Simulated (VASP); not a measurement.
# NaLiICl (P4/mmm) in VASP: further runs

The runs below take NaLiICl through single point, with LDA.

Everything below comes from runs of VASP 6.6.1. Logs are shortened: lines on timing, memory, paths and dates and some standing lists are left out, and cuts for length are marked.

## 1. The cell of the first run

The structure is tetragonal, space group P4/mmm (No. 123). Conventional cell: a = 3.928 Å, b = 3.928 Å, c = 6.713 Å, α = 90.00°, β = 90.00°, γ = 90.00°. Within 3.7 Å of Na (site symmetry 4/mmm) lie 4 Cl at 2.78 Å and 2 I at 3.36 Å. Within 3.7 Å of Li (site symmetry 4/mmm) lie 4 I at 2.78 Å and 2 Cl at 3.36 Å. I (site symmetry 4/mmm) has 4 Li at 2.78 Å and 2 Na at 3.36 Å within 3.7 Å. Cl (site symmetry 4/mmm) has 4 Na at 2.78 Å and 2 Li at 3.36 Å within 3.7 Å.

## 2. Single point, LDA (strain -0.040 along x and y, +0.080 along z)

INCAR reads:

```
PREC = Accurate ; ENCUT = 520
EDIFF = 1E-6 ; ISMEAR = 0
SIGMA = 0.05 ; LREAL = F
LASPH = T ; NELM = 60
ALGO = Normal ; ISIF = 2
LWAVE = F ; LCHARG = T
GGA = CA ; LELF = T
LVHAR = T ; NBANDS = 20
```

KPOINTS reads:

```
regular mesh
0
Gamma
  6 6 4
```

POSCAR reads:

```
NaLiICl
1.0
    3.9279705600      0.0000000000      0.0000000000
    0.0000000000      3.9279705600      0.0000000000
    0.0000000000      0.0000000000      6.7125715200
Na Li I Cl
1 1 1 1
Direct
    0.5000000000      0.5000000000      0.5000000000
    0.0000000000      0.0000000000      0.0000000000
    0.5000000000      0.5000000000      0.0000000000
    0.0000000000      0.0000000000      0.5000000000
```

Potentials or basis: VASP PAW LDA potentials, release 64 (Na_pv, Li_sv, I, Cl).

Run with:

```console
$ cat potpaw_LDA.64/Na_pv/POTCAR potpaw_LDA.64/Li_sv/POTCAR potpaw_LDA.64/I/POTCAR potpaw_LDA.64/Cl/POTCAR > POTCAR
$ mpirun -np 1 vasp_std > vasp.out
```

OUTCAR:

```text
PREC = Accurate
   ENCUT = 520
   EDIFF = 1E-6
   ISMEAR = 0
   LREAL = F
   LASPH = T
   NELM = 60
   ISIF = 2
   GGA = CA

 ion  position               nearest neighbor table
   1  0.500  0.500  0.500-
   2  0.000  0.000  0.000-   3 2.78   3 2.78   3 2.78   3 2.78
   3  0.500  0.500  0.000-   2 2.78   2 2.78   2 2.78   2 2.78
   4  0.000  0.000  0.500-

  LATTYP: Found a simple tetragonal cell.
 ALAT       =     3.9279705600
 C/A-ratio  =     1.7089159446

  Lattice vectors:

 A1 = (   3.9279705600,   0.0000000000,   0.0000000000)
 A2 = (   0.0000000000,   3.9279705600,   0.0000000000)
 A3 = (   0.0000000000,   0.0000000000,   6.7125715200)

Analysis of symmetry for initial positions (statically):
=====================================================================
 Subroutine PRICEL returns:
 Original cell was already a primitive cell.

 Routine SETGRP: Setting up the symmetry group for a
 simple tetragonal supercell.

 Subroutine GETGRP returns: Found 16 space group operations
 (whereof 16 operations were pure point group operations)
 out of a pool of 16 trial point group operations.

The static configuration has the point symmetry D_4h.

Analysis of symmetry for dynamics (positions and initial velocities):
=====================================================================
 Subroutine PRICEL returns:
 Original cell was already a primitive cell.

 Routine SETGRP: Setting up the symmetry group for a
 simple tetragonal supercell.

 Subroutine GETGRP returns: Found 16 space group operations
 (whereof 16 operations were pure point group operations)
 out of a pool of 16 trial point group operations.

The dynamic configuration has the point symmetry D_4h.

 Subroutine INISYM returns: Found 16 space group operations
 (whereof 16 operations are pure point group operations),
 and found     1 'primitive' translations

----------------------------------------------------------------------------------------

                                     Primitive cell

  volume of cell :     103.5679

  direct lattice vectors                    reciprocal lattice vectors
     3.927970560  0.000000000  0.000000000     0.254584393  0.000000000  0.000000000
     0.000000000  3.927970560  0.000000000     0.000000000  0.254584393  0.000000000
     0.000000000  0.000000000  6.712571520     0.000000000  0.000000000  0.148974204

  length of vectors
     3.927970560  3.927970560  6.712571520     0.254584393  0.254584393  0.148974204

  position of ions in fractional coordinates (direct lattice)
     0.500000000  0.500000000  0.500000000
     0.000000000  0.000000000  0.000000000
     0.500000000  0.500000000  0.000000000
     0.000000000  0.000000000  0.500000000

  ion indices of the primitive-cell ions
   primitive index   ion index
                 1           1
                 2           2
                 3           3
                 4           4

----------------------------------------------------------------------------------------

 KPOINTS: regular mesh

Automatic generation of k-mesh.
 Grid dimensions read from file:
 generate k-points for:    6    6    4

 Generating k-lattice:

  Cartesian coordinates                     Fractional coordinates (reciprocal lattice)
     0.042430732  0.000000000  0.000000000     0.166666667  0.000000000  0.000000000
     0.000000000  0.042430732  0.000000000     0.000000000  0.166666667  0.000000000
     0.000000000  0.000000000  0.037243551     0.000000000  0.000000000  0.250000000

  Length of vectors
     0.042430732  0.042430732  0.037243551

  Shift w.r.t. Gamma in fractional coordinates (k-lattice)
     0.000000000  0.000000000  0.000000000

 Subroutine IBZKPT returns following result:
 ===========================================

 Found     30 irreducible k-points:

 Following reciprocal coordinates:
            Coordinates               Weight
  0.000000  0.000000  0.000000      1.000000
  0.166667  0.000000  0.000000      4.000000
  0.333333  0.000000  0.000000      4.000000
  0.500000  0.000000  0.000000      2.000000
  0.166667  0.166667  0.000000      4.000000
  0.333333  0.166667  0.000000      8.000000
[... 16 lines left out ...]
  0.333333  0.000000  0.500000      4.000000
  0.500000  0.000000  0.500000      2.000000
 [... further k-points ...]
   k-points           NKPTS =     30   k-points in BZ     NKDIM =     30   number of bands    NBANDS=     20
   number of dos      NEDOS =    301   number of ions     NIONS =      4
   total plane-waves  NPLWV =  45000
   dimension x,y,z NGX =    30 NGY =   30 NGZ =   50
   dimension x,y,z NGXF=    60 NGYF=   60 NGZF=  100
   ions per type =               1   1   1   1
   NGX,Y,Z   is equivalent  to a cutoff of  12.70, 12.70, 12.38 a.u.
   NGXF,Y,Z  is equivalent  to a cutoff of  25.39, 25.39, 24.77 a.u.
 SYSTEM =  unknown system
   PREC   = accura    normal or accurate (medium, high low for compatibility)
   ISTART =      0    job   : 0-new  1-cont  2-samecut
   ICHARG =      2    charge: 1-file 2-atom 10-const
   ISPIN  =      1    spin polarized calculation?
   LNONCOLLINEAR =      F non collinear calculations
   LSORBIT =      F    spin-orbit coupling
   LASPH  =      T    aspherical Exc in radial PAW
   ENCUT  =  520.0 eV  38.22 Ry    6.18 a.u.   7.30  7.30 12.48*2*pi/ulx,y,z
   NELM   =     60;   NELMIN=  2; NELMDL= -5     # of ELM steps
   EDIFF  = 0.1E-05   stopping-criterion for ELM
   LREAL  =      F    real-space projection
[... 7 lines left out ...]
   TEBEG  =    0.0;   TEEND  =   0.0 temperature during run
   PSTRESS=    0.0 pullay stress
   NELECT =      24.0000    total number of electrons
   NUPDOWN=      -1.0000    fix difference up-down
   EMIN   =  10.00;   EMAX   =-10.00  energy-range for DOS
   EFERMI =   0.00;   METHOD = LEGACY
   ISMEAR =     0;   SIGMA  =   0.05  broadening in eV -4-tet -1-fermi 0-gaus
   EFERMI_NEDOS =   21; number of points for ismear=-14 and -15
   IALGO  =     38    algorithm
   IMIX   =      4    mixing-type and parameters
     AMIX     =   0.40;   BMIX     =  1.00
     AMIX_MAG =   1.60;   BMIX_MAG =  1.00
  volume/ion in A,a.u.               =      25.89       174.73
  Fermi-wavevector in a.u.,A,eV,Ry     =   1.005549  1.900213 13.757256  1.011130
  Thomas-Fermi vector in A             =   2.138236
   LORBIT       =      0    0 simple, 1 ext, 2 COOP (PROOUT), +10 PAW based schemes
   GGA     = CA    functional components
   LHFCALC =     F    Hartree Fock is set to
   AEXX    =    0.0000 exact exchange contribution
   IVDW    =     0    specifies the selected vdW correction
   LEPSILON=     F    determine dielectric tensor
   LRPA    =     F    only Hartree local field effects (RPA)
 non-spin polarized calculation
 Gauss-broadening in eV      SIGMA  =   0.05
  energy-cutoff  :      520.00
  volume of cell :      103.57
 maximum number of plane-waves:      2813
 NGX is ok and might be reduce to    30
   NGX = 15   NGY = 15   NGZ = 25

 number of electron      23.9999991 magnetization

 Free energy of the ion-electron system (eV)
  ---------------------------------------------------
  ext. energy  EPLUGINS =         0.00000000
  ---------------------------------------------------
  free energy    TOTEN  =       -13.59918773 eV

  energy without entropy =      -13.59918773  energy(sigma->0) =      -13.59918773

 E-fermi :   1.1207     XC(G=0):  -8.3529

 val. band max:        0.8563701559   @ k =   0.5000   0.0000   0.5000
 cond. band min:       4.5155901523   @ k =   0.0000   0.0000   0.0000
 fundamental gap:      3.6592199965
 Fermi energy:         1.1206730420

 k-point     1 :       0.0000    0.0000    0.0000
  band No.  band energies     occupation
      1     -43.4427      2.00000
      2     -21.1344      2.00000
      3     -21.0860      2.00000
      4     -21.0860      2.00000
      5     -12.3746      2.00000
      6     -10.8462      2.00000
[... 12 lines left out ...]
     19      10.3456      0.00000
     20      10.7403      0.00000

 k-point     2 :       0.1667    0.0000    0.0000
  band No.  band energies     occupation
      1     -43.4426      2.00000
      2     -21.1341      2.00000
      3     -21.0911      2.00000
      4     -21.0855      2.00000
      5     -12.3316      2.00000
      6     -10.7757      2.00000
[... 12 lines left out ...]
     19      10.0163      0.00000
     20      10.5875      0.00000

 k-point     3 :       0.3333    0.0000    0.0000
  band No.  band energies     occupation
      1     -43.4424      2.00000
      2     -21.1334      2.00000
      3     -21.1011      2.00000
      4     -21.0843      2.00000
      5     -12.2433      2.00000
      6     -10.6251      2.00000
[... 12 lines left out ...]
     19       9.6869      0.00000
     20      11.2970      0.00000

 k-point     4 :       0.5000    0.0000    0.0000
  band No.  band energies     occupation
      1     -43.4423      2.00000
      2     -21.1331      2.00000
      3     -21.1061      2.00000
      4     -21.0837      2.00000
      5     -12.1979      2.00000
      6     -10.5443      2.00000
[... 12 lines left out ...]
     19       9.5704      0.00000
     20      11.3914      0.00000

 k-point     5 :       0.1667    0.1667    0.0000
  band No.  band energies     occupation
      1     -43.4425      2.00000
      2     -21.1338      2.00000
      3     -21.0912      2.00000
      4     -21.0892      2.00000
      5     -12.2943      2.00000
      6     -10.7007      2.00000
[... 12 lines left out ...]
     19      10.1002      0.00000
     20      10.3593      0.00000

 k-point     6 :       0.3333    0.1667    0.0000
  band No.  band energies     occupation
      1     -43.4423      2.00000
      2     -21.1332      2.00000
      3     -21.0996      2.00000
      4     -21.0883      2.00000
      5     -12.2179      2.00000
      6     -10.5398      2.00000
[... 12 lines left out ...]
     19      10.3358      0.00000
     20      10.6676      0.00000

 k-point     7 :       0.5000    0.1667    0.0000
  band No.  band energies     occupation
      1     -43.4422      2.00000
      2     -21.1328      2.00000
      3     -21.1042      2.00000
      4     -21.0875      2.00000
      5     -12.1788      2.00000
      6     -10.4532      2.00000
[... 12 lines left out ...]
     19      10.6630      0.00000
     20      10.7889      0.00000
[... 277 lines left out ...]
 k-point    20 :       0.5000    0.5000    0.2500
  band No.  band energies     occupation
      1     -43.4418      2.00000
      2     -21.1320      2.00000
      3     -21.0987      2.00000
      4     -21.0987      2.00000
      5     -12.1199      2.00000
      6     -10.1456      2.00000
[... 12 lines left out ...]
     19      10.1687      0.00000
     20      10.6773      0.00000

 k-point    21 :       0.0000    0.0000    0.5000
  band No.  band energies     occupation
      1     -43.4427      2.00000
      2     -21.1345      2.00000
      3     -21.0860      2.00000
      4     -21.0860      2.00000
      5     -12.3635      2.00000
      6     -10.8648      2.00000
[... 12 lines left out ...]
     19      11.1901      0.00000
     20      11.1905      0.00000

 k-point    22 :       0.1667    0.0000    0.5000
  band No.  band energies     occupation
      1     -43.4426      2.00000
      2     -21.1342      2.00000
      3     -21.0911      2.00000
      4     -21.0855      2.00000
      5     -12.3231      2.00000
      6     -10.7888      2.00000
[... 12 lines left out ...]
     19       9.9000      0.00000
     20      11.1196      0.00000

 k-point    23 :       0.3333    0.0000    0.5000
  band No.  band energies     occupation
      1     -43.4424      2.00000
      2     -21.1336      2.00000
      3     -21.1011      2.00000
      4     -21.0843      2.00000
      5     -12.2402      2.00000
      6     -10.6260      2.00000
[... 12 lines left out ...]
     19      10.1179      0.00000
     20      10.8371      0.00000

 k-point    24 :       0.5000    0.0000    0.5000
  band No.  band energies     occupation
      1     -43.4423      2.00000
      2     -21.1333      2.00000
      3     -21.1061      2.00000
      4     -21.0837      2.00000
      5     -12.1977      2.00000
      6     -10.5384      2.00000
[... 12 lines left out ...]
     19      10.2244      0.00000
     20      10.6590      0.00000

 [... further k-points ...]
[... 5 lines left out ...]
  --------------------------------------------------------------------------------------
  -------------------------------------------------------------------------------------
  Total       -0.3738175     -0.3738175     -1.7754488      0.0000000      0.0000000      0.0000000
  in kB       -5.7828891     -5.7828891    -27.4658697      0.0000000      0.0000000      0.0000000
  external PRESSURE =     -13.0105493 kB  Pullay stress =       0.0000000 kB

 VOLUME and BASIS-vectors are now :
 -----------------------------------------------------------------------------
  energy-cutoff  :      520.00
  volume of cell :      103.57
      direct lattice vectors                 reciprocal lattice vectors
     3.927970560  0.000000000  0.000000000     0.254584393  0.000000000  0.000000000
     0.000000000  3.927970560  0.000000000     0.000000000  0.254584393  0.000000000
     0.000000000  0.000000000  6.712571520     0.000000000  0.000000000  0.148974204

 POSITION                                       TOTAL-FORCE (eV/Angst)
 -----------------------------------------------------------------------------------
      1.96399      1.96399      3.35629         0.000000      0.000000      0.000000
      0.00000      0.00000      0.00000         0.000000      0.000000      0.000000
      1.96399      1.96399      0.00000         0.000000      0.000000      0.000000
      0.00000      0.00000      3.35629         0.000000      0.000000      0.000000
 -----------------------------------------------------------------------------------
    total drift:                                0.000000      0.000000      0.000000

  FREE ENERGIE OF THE ION-ELECTRON SYSTEM (eV)
  ---------------------------------------------------
  free  energy   TOTEN  =       -13.5991877260 eV

  energy  without entropy=      -13.5991877260  energy(sigma->0) =      -13.59918773
```

Run time: 19 s. Hardware: 1 thread of Intel Xeon 6975P-C (Granite Rapids), shared host; peak memory 0.21 GiB.

What came out:

```
Free energy            : -13.5992 eV
Band gap on the k mesh : 3.66 eV, indirect (least direct gap 4.18 eV)
```

Caveat: the cell differs from its parent crystal (strain -0.040 along x and y, +0.080 along z); the cutoff is under 1.25 times the usual one of these potentials, so pressure, stress and relaxed cells hold a basis-set (Pulay) error; spin-orbit coupling is left out, which moves the levels of the heavy elements. A k mesh can miss the band edges.

(Continued in part 2 of 2.)
